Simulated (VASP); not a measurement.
## Ge: single point with LDA

The system is Ge.

```xyz
2
Lattice="-2.5745 2.5745 1.3974 2.5745 -2.5745 1.3974 2.5745 2.5745 -1.3974" Properties=species:S:1:pos:R:3 pbc="T T T"
Ge    2.5745    0.0000    0.6987
Ge    0.0000    0.0000    1.3974
```

```yaml
Program: VASP 6.6.1
Task: single point
Functional: LDA
Potentials_or_basis: VASP PAW LDA potentials, release 64 (Ge_d)
Cutoff: 520 eV
k_mesh: 11 × 11 × 11
Occupations: methfessel-paxton, width 0.1 eV
Spin: no spin polarisation
```

The pressure is -2.4 GPa. The band gap on the k mesh is zero (band 14 reaches 8.21 eV, above the bottom of band 15 at 3.57 eV).

Stress tensor (GPa, compression positive):
```
-2.38  0.00  0.00
 0.00 -2.38  0.00
 0.00  0.00 -2.48
```

Levels at points of the mesh, in eV from the Fermi level:
```tsv
k point	band 12	band 13	band 14	band 15	band 16	band 17
(0.00, 0.00, 0.00)	-4.18	-2.35	-2.35	3.35	7.49	7.49
```

Run time: 57 s on 1 thread of Intel(R) Xeon(R) Platinum 8488C (Sapphire Rapids), with other jobs on the host, peak memory 0.2 GiB.
